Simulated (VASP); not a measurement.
# PtSe2 (P4/mmm) in VASP: a series of runs

Runs on PtSe2. Level: PBE. Tasks: single point, relaxation of cell and atoms.

All numbers are computed with VASP 6.6.1; they aren't measurements. Logs are shortened: lines on timing, memory, paths and dates and some standing lists are left out, and cuts for length are marked.

**1. The cell of the first run**

Symmetry: P4/mmm, No. 123, tetragonal system. The conventional cell has a = 4.747 Å, b = 4.747 Å, c = 3.779 Å, α = 90.00°, β = 90.00°, γ = 90.00°. Pt (site symmetry 4/mmm) has 16 Se at 3.51 to 4.35 Å and 2 Pt at 3.78 Å within 4.6 Å. Se (site symmetry 4mm) has 2 Se at 1.75 to 2.03 Å within 2.3 Å.

**2. Single point, PBE, collinear spin, ferromagnetic start**

INCAR

```
ALGO = Normal
EDIFF = 1E-6
ENCUT = 520
GGA = PE
ISIF = 2
ISMEAR = 0
ISPIN = 2
LASPH = True
LCHARG = False
LMAXMIX = 4
LORBIT = 11
LREAL = False
LWAVE = False
MAGMOM = 1 0 0
NBANDS = 22
NELM = 150
PREC = Accurate
SIGMA = 0.1
```

KPOINTS

```
k-points
0
Gamma
  4 4 4
```

POSCAR

```
PtSe2
1.0
    4.7470350200      0.0000000000      0.0000000000
    0.0000000000      4.7470350200      0.0000000000
    0.0000000000      0.0000000000      3.7790022600
Pt Se
1 2
Direct
    0.5000000000      0.5000000000      0.0000000000
    0.0000000000      0.0000000000      0.2680328300
    0.0000000000      0.0000000000      0.7319671700
```

Potentials or basis: VASP PAW PBE potentials, release 64 (Pt, Se).

Command:

```bash
$ cat potpaw_PBE.64/Pt/POTCAR potpaw_PBE.64/Se/POTCAR > POTCAR
$ mpirun -np 1 vasp_std > vasp.out
```

OUTCAR:

```text
EDIFF = 1E-6
   ENCUT = 520
   GGA = PE
   ISIF = 2
   ISMEAR = 0
   ISPIN = 2
   LASPH = True
   LORBIT = 11
   LREAL = False
   NELM = 150
   PREC = Accurate

 ion  position               nearest neighbor table
   1  0.500  0.500  0.000-
   2  0.000  0.000  0.268-   3 1.75   3 2.03
   3  0.000  0.000  0.732-   2 1.75   2 2.03

  LATTYP: Found a simple tetragonal cell.
 ALAT       =     4.7470350200
 C/A-ratio  =     0.7960763390

  Lattice vectors:

 A1 = (   4.7470350200,   0.0000000000,   0.0000000000)
 A2 = (   0.0000000000,   4.7470350200,   0.0000000000)
 A3 = (   0.0000000000,   0.0000000000,   3.7790022600)

Analysis of symmetry for initial positions (statically):
=====================================================================
 Subroutine PRICEL returns:
 Original cell was already a primitive cell.

 Routine SETGRP: Setting up the symmetry group for a
 simple tetragonal supercell.

 Subroutine GETGRP returns: Found 16 space group operations
 (whereof 16 operations were pure point group operations)
 out of a pool of 16 trial point group operations.

The static configuration has the point symmetry D_4h.

Analysis of symmetry for dynamics (positions and initial velocities):
=====================================================================
 Subroutine PRICEL returns:
 Original cell was already a primitive cell.

 Routine SETGRP: Setting up the symmetry group for a
 simple tetragonal supercell.

 Subroutine GETGRP returns: Found 16 space group operations
 (whereof 16 operations were pure point group operations)
 out of a pool of 16 trial point group operations.

The dynamic configuration has the point symmetry D_4h.

Analysis of structural, dynamic, and magnetic symmetry:
=====================================================================
 Subroutine PRICEL returns:
 Original cell was already a primitive cell.

 Routine SETGRP: Setting up the symmetry group for a
 simple tetragonal supercell.

 Subroutine GETGRP returns: Found 16 space group operations
 (whereof 16 operations were pure point group operations)
 out of a pool of 16 trial point group operations.

The overall configuration has the point symmetry D_4h.

 Subroutine INISYM returns: Found 16 space group operations
[... 111 lines left out ...]
     AMIX     =   0.40;   BMIX     =  1.00
     AMIX_MAG =   1.60;   BMIX_MAG =  1.00
  volume/ion in A,a.u.               =      28.39       191.56
  Fermi-wavevector in a.u.,A,eV,Ry     =   1.042658  1.970337 14.791368  1.087135
  Thomas-Fermi vector in A             =   2.177332
   LORBIT       =     11    0 simple, 1 ext, 2 COOP (PROOUT), +10 PAW based schemes
   GGA     = PE    functional components
   LHFCALC =     F    Hartree Fock is set to
   AEXX    =    0.0000 exact exchange contribution
   IVDW    =     0    specifies the selected vdW correction
   LEPSILON=     F    determine dielectric tensor
   LRPA    =     F    only Hartree local field effects (RPA)
 spin polarized calculation
 Gauss-broadening in eV      SIGMA  =   0.10
  energy-cutoff  :      520.00
  volume of cell :       85.16
 maximum number of plane-waves:      2334
 NGX is ok and might be reduce to    36
   NGX = 17   NGY = 17   NGZ = 15

 number of electron      21.9999999 magnetization       0.0183613

 Free energy of the ion-electron system (eV)
  ---------------------------------------------------
  ext. energy  EPLUGINS =         0.00000000
  ---------------------------------------------------
  free energy    TOTEN  =        -1.55808876 eV

  energy without entropy =       -1.53296853  energy(sigma->0) =       -1.54552865

 E-fermi :   2.7830     XC(G=0):  -8.8263

 val. band max:        2.7730544681   @ k =   0.5000   0.0000   0.5000
 cond. band min:       2.7853142645   @ k =   0.2500   0.2500   0.5000
 fundamental gap:      0.0122597965
 Fermi energy:         2.7830231766

 spin component 1

 k-point     1 :       0.0000    0.0000    0.0000
  band No.  band energies     occupation
      1     -17.0611      1.00000
      2      -8.0677      1.00000
      3      -4.4686      1.00000
      4      -3.7177      1.00000
      5      -3.7177      1.00000
      6       0.7309      1.00000
[... 439 lines left out ...]
     21      13.5508      0.00000
     22      14.2502      0.00000
 Fermi energy:         2.7830231766

 spin component 2

 k-point     1 :       0.0000    0.0000    0.0000
  band No.  band energies     occupation
      1     -17.0597      1.00000
      2      -8.0666      1.00000
      3      -4.4666      1.00000
      4      -3.7158      1.00000
      5      -3.7158      1.00000
      6       0.7338      1.00000
[... 439 lines left out ...]
     21      13.5524      0.00000
     22      14.2522      0.00000

------------------------ aborting loop because EDIFF is reached ----------------------------------------

  FORCE on cell =-STRESS in cart. coord.  units (eV):
  Direction    XX          YY          ZZ          XY          YZ          ZX
  --------------------------------------------------------------------------------------
  -------------------------------------------------------------------------------------
  Total       -3.7997001     -3.7997001     67.7018841      0.0000000      0.0000000      0.0000000
  in kB      -71.4887797    -71.4887797   1273.7650089      0.0000000      0.0000000      0.0000000
  external PRESSURE =     376.9291499 kB  Pullay stress =       0.0000000 kB

 VOLUME and BASIS-vectors are now :
 -----------------------------------------------------------------------------
  energy-cutoff  :      520.00
  volume of cell :       85.16
      direct lattice vectors                 reciprocal lattice vectors
     4.747035020  0.000000000  0.000000000     0.210657810  0.000000000  0.000000000
     0.000000000  4.747035020  0.000000000     0.000000000  0.210657810  0.000000000
     0.000000000  0.000000000  3.779002260     0.000000000  0.000000000  0.264620112

 POSITION                                       TOTAL-FORCE (eV/Angst)
 -----------------------------------------------------------------------------------
      2.37352      2.37352      0.00000        -0.000000      0.000000      0.000000
      0.00000      0.00000      1.01290         0.000000      0.000000    -16.522626
      0.00000      0.00000      2.76611        -0.000000      0.000000     16.522626
 -----------------------------------------------------------------------------------
    total drift:                                0.000000      0.000000      0.000000

  FREE ENERGIE OF THE ION-ELECTRON SYSTEM (eV)
  ---------------------------------------------------
  free  energy   TOTEN  =        -1.5580887617 eV

  energy  without entropy=       -1.5329685346  energy(sigma->0) =       -1.54552865

 total charge

# of ion       s       p       d       tot
------------------------------------------
    1        0.565   0.042   8.150   8.757
    2        1.560   2.552   0.280   4.392
    3        1.560   2.552   0.280   4.392
--------------------------------------------------
tot          3.685   5.145   8.710  17.541

 magnetization (x)

# of ion       s       p       d       tot
------------------------------------------
    1       -0.000   0.000   0.015   0.014
    2        0.000   0.001   0.000   0.001
    3        0.000   0.001   0.000   0.001
--------------------------------------------------
tot         -0.000   0.002   0.015   0.017
```

It took 28 s on 1 thread of Intel Xeon 6975P-C (Granite Rapids), shared host; peak memory 0.24 GiB.

Results:

```yaml
Free_energy: -1.5581 eV
Pressure: 37.7 GPa
Largest_force: 16.523 eV/Å
Band_gap_on_the_k_mesh: zero (filled and empty bands overlap)
Net_moment: 0.02 μB per cell
Valence_electrons_inside_the_program's_atomic_spheres: Pt 8.76; Se 4.39
```

Forces in eV/Å, atoms in the order of the input:
```
Pt    0.000   0.000   0.000
Se    0.000   0.000 -16.523
Se    0.000   0.000  16.523
```

Stress tensor (GPa, compression positive):
```
 -7.15   0.00   0.00
  0.00  -7.15   0.00
  0.00   0.00 127.38
```

Levels at points of the mesh, in eV from the Fermi level:
Spin up:
```
           k point  band 8  band 9  band 10  band 11  band 12  band 13  band 14  band 15
(0.00, 0.00, 0.00)   -1.00   -0.92    -0.53    -0.53     2.67     2.67     4.95     6.23
(0.50, 0.00, 0.00)   -0.52   -0.45    -0.44     0.11     1.89     2.09     2.53     4.07
(0.50, 0.50, 0.00)   -0.69   -0.65    -0.65    -0.54     2.55     2.55     4.67     4.67
(0.00, 0.00, 0.50)   -0.91   -0.82    -0.67    -0.67     0.71     1.13     3.74     5.31
(0.50, 0.00, 0.50)   -0.89   -0.57    -0.01     0.02     2.32     2.37     3.53     4.16
(0.50, 0.50, 0.50)   -0.61   -0.61    -0.54    -0.50     1.10     2.26     3.10     5.02
```
Spin down:
| k point | band 9 | band 10 | band 11 | band 12 | band 13 | band 14 |
| --- | --- | --- | --- | --- | --- | --- |
| (0.00, 0.00, 0.00) | -0.91 | -0.52 | -0.52 | 2.68 | 2.68 | 4.95 |
| (0.50, 0.00, 0.00) | -0.45 | -0.43 | 0.12 | 1.89 | 2.10 | 2.53 |
| (0.50, 0.50, 0.00) | -0.64 | -0.64 | -0.53 | 2.55 | 2.55 | 4.67 |
| (0.00, 0.00, 0.50) | -0.80 | -0.67 | -0.67 | 0.72 | 1.13 | 3.74 |
| (0.50, 0.00, 0.50) | -0.57 | 0.00 | 0.03 | 2.32 | 2.37 | 3.53 |
| (0.50, 0.50, 0.50) | -0.61 | -0.53 | -0.49 | 1.11 | 2.26 | 3.10 |

Caveat: the k points lie up to 0.42 Å⁻¹ apart; spin-orbit coupling is left out, which moves the levels of the heavy elements; forces of over 1 eV/Å act on the atoms, so gaps and moduli don't describe the material at rest.

**3. Single point, PBE, collinear spin, ferromagnetic start**

This run uses another cell than the first one, of 20.90 Å³/atom, 0.736 times its volume.

INCAR

```
SYSTEM = PtSe2
  PREC = Accurate
  ENCUT = 520
  EDIFF = 1E-6
  ISMEAR = 0
  SIGMA = 0.1
  LREAL = .False.
  LASPH = .True.
  NELM = 150
  ALGO = Normal
  ISIF = 2
  LWAVE = .False.
  LCHARG = .False.
  ISPIN = 2
  MAGMOM = 1 0 0
  LORBIT = 11
  LMAXMIX = 4
  GGA = PE
  NBANDS = 22
```

KPOINTS

```
regular mesh
0
Gamma
  6 6 4
  0 0 0
```

POSCAR

```
PtSe2
1.0
    3.3200057355      0.0000000000      0.0000000000
    0.0000000000      3.3200057355      0.0000000000
    0.0000000000      0.0000000000      5.6880833508
Pt Se
1 2
Direct
    0.5000000000      0.5000000000      0.0000000000
    0.0000000000      0.0000000000      0.2620808545
    0.0000000000      0.0000000000      0.7379191455
```

Potentials or basis: VASP PAW PBE potentials, release 64 (Pt, Se).

Command:

```bash
$ cat potpaw_PBE.64/Pt/POTCAR potpaw_PBE.64/Se/POTCAR > POTCAR
$ mpirun -np 1 vasp_std > vasp.out
```

Run time: 34 s. Hardware: 1 thread of Intel Xeon 6975P-C (Granite Rapids), shared host; peak memory 0.24 GiB.

It converged, with:

```yaml
Free_energy: -12.2808 eV
Pressure: -0.1 GPa
Largest_force: 0.037 eV/Å
Band_gap_on_the_k_mesh: zero (filled and empty bands overlap)
Net_moment: 0.00 μB per cell
Valence_electrons_inside_the_program's_atomic_spheres: Pt 9.04; Se 3.68
```

Forces in eV/Å, atoms in the order of the input:
```
Pt   0.000  0.000  0.000
Se   0.000  0.000 -0.037
Se   0.000  0.000  0.037
```

Levels at points of the mesh, in eV from the Fermi level:
Spin up:
| k point | band 8 | band 9 | band 10 | band 11 | band 12 | band 13 | band 14 | band 15 |
| --- | --- | --- | --- | --- | --- | --- | --- | --- |
| (0.00, 0.00, 0.00) | -2.46 | -1.73 | -1.73 | 1.46 | 1.75 | 1.75 | 2.00 | 6.42 |
| (0.50, 0.00, 0.00) | -2.73 | -2.72 | -1.56 | 0.52 | 0.99 | 1.82 | 2.88 | 5.57 |
| (0.50, 0.50, 0.00) | -2.89 | -1.49 | -0.09 | 0.42 | 0.74 | 0.74 | 2.58 | 3.49 |
| (0.00, 0.00, 0.50) | -2.46 | -1.62 | -1.03 | -1.03 | 0.77 | 0.77 | 3.19 | 4.39 |
| (0.50, 0.00, 0.50) | -2.74 | -2.42 | -1.48 | -0.48 | -0.37 | 1.90 | 4.41 | 5.97 |
| (0.50, 0.50, 0.50) | -2.76 | -2.31 | -1.49 | -0.53 | -0.53 | 0.62 | 1.63 | 2.68 |
Spin down:
```
           k point  band 8  band 9  band 10  band 11  band 12  band 13  band 14  band 15
(0.00, 0.00, 0.00)   -2.46   -1.73    -1.73     1.46     1.75     1.75     2.00     6.42
(0.50, 0.00, 0.00)   -2.73   -2.72    -1.56     0.52     0.99     1.82     2.88     5.57
(0.50, 0.50, 0.00)   -2.89   -1.49    -0.09     0.42     0.74     0.74     2.58     3.49
(0.00, 0.00, 0.50)   -2.46   -1.62    -1.03    -1.03     0.77     0.77     3.19     4.39
(0.50, 0.00, 0.50)   -2.74   -2.42    -1.48    -0.48    -0.37     1.90     4.41     5.97
(0.50, 0.50, 0.50)   -2.76   -2.31    -1.49    -0.53    -0.53     0.62     1.63     2.68
```

Caveat: spin-orbit coupling is left out, which moves the levels of the heavy elements.

(Part 1 of 3 ends here.)
